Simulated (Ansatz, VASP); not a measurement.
## Sn in VASP and in Ansatz

```
CELL_PARAMETERS angstrom
-1.66516 1.77555 2.29302
1.78792 -1.77555 2.38366
1.66516 1.77555 -2.29302
ATOMIC_POSITIONS crystal
Sn 0.00000 0.00000 0.00000
```

Change from the starting cell: strain +0.0525 x Voigt [0, 0, 0, 0, 1, 0], atoms carried along.

Alike in both runs: task single point; functional PBEsol; k mesh 20 × 20 × 20; occupations gaussian, width 0.15 eV; no spin polarisation.

```csv
,VASP,Ansatz
version,VASP 6.6.1,Ansatz 0.2.0
potentials or method,"VASP PAW PBE potentials, release 64 (Sn_d), cutoff 520 eV","scalar-relativistic, plane waves, PAW"
valence electrons in the cell,14,14
```

```csv
,VASP,Ansatz,Ansatz less VASP
gap on the k mesh at the Fermi level (eV),none,none,-
pressure (GPa),-3.5,-3.5,-0.02
"traceless stress, the component that is largest in VASP (GPa)",-0.64,-0.64,+0.005
```

VASP's potentials were made for PBE, not for PBEsol. A gap of «none» marks a metal or a gap that the smearing closes.
